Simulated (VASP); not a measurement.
Wanted: the native input for a VASP 6.6.1 run.

- Task: single point
- Functional: PBE
- Potentials or basis: VASP PAW PBE potentials, release 64 (Ag)
- Cutoff: 520 eV
- k mesh: 14 × 10 × 1
- Occupations: fermi-dirac, width 0.08 eV
- Spin: no spin polarisation
- Dipole correction: yes
- Further INCAR settings: ALGO = Normal; EDIFF = 1e-06; NBANDS = 36

The structure of Ag lies in POSCAR:

```
Ag
1.0
    2.9333909044      0.0000000000      0.0000000000
    0.0000000000      4.1484412008      0.0000000000
    0.0000000000      0.0000000000     21.8668000000
Ag
5
Direct
    0.0000000000      0.0000000000      0.3693695523
    0.5000000000      0.5000000000      0.4309424661
    0.0000000000      0.0000000000      0.5000000001
    0.5000000000      0.5000000000      0.5690575337
    0.0000000000      0.0000000000      0.6306304477
```

These files were run (other wordings do the same):

INCAR

```
SYSTEM = Ag
PREC = Accurate
ENCUT = 520
EDIFF = 1E-6
ISMEAR = -1
SIGMA = 0.08
LREAL = .False.
LASPH = .True.
NELM = 100
ALGO = Normal
ISIF = 2
LWAVE = .False.
LCHARG = .True.
LDIPOL = .True.
IDIPOL = 3
DIPOL = 0.5 0.5 0.500
GGA = PE
LELF = .True.
LVHAR = .True.
LVACPOTAV = .True.
NBANDS = 36
```

KPOINTS

```
regular mesh
0
Gamma
  14 10 1
  0 0 0
```

Potentials or basis: VASP PAW PBE potentials, release 64 (Ag).

Run with:

```bash
$ cat potpaw_PBE.64/Ag/POTCAR > POTCAR
$ mpirun -np 1 vasp_std > vasp.out
```

Results of the run:

```
Largest force          : 0.012 eV/Å
Band gap on the k mesh : zero (an odd number of electrons rules out a gap without spin polarisation)
```

Run time: 4.3 min on 1 thread of Intel(R) Xeon(R) 6975P-C (Granite Rapids) (shared host), peak memory 0.54 GiB.
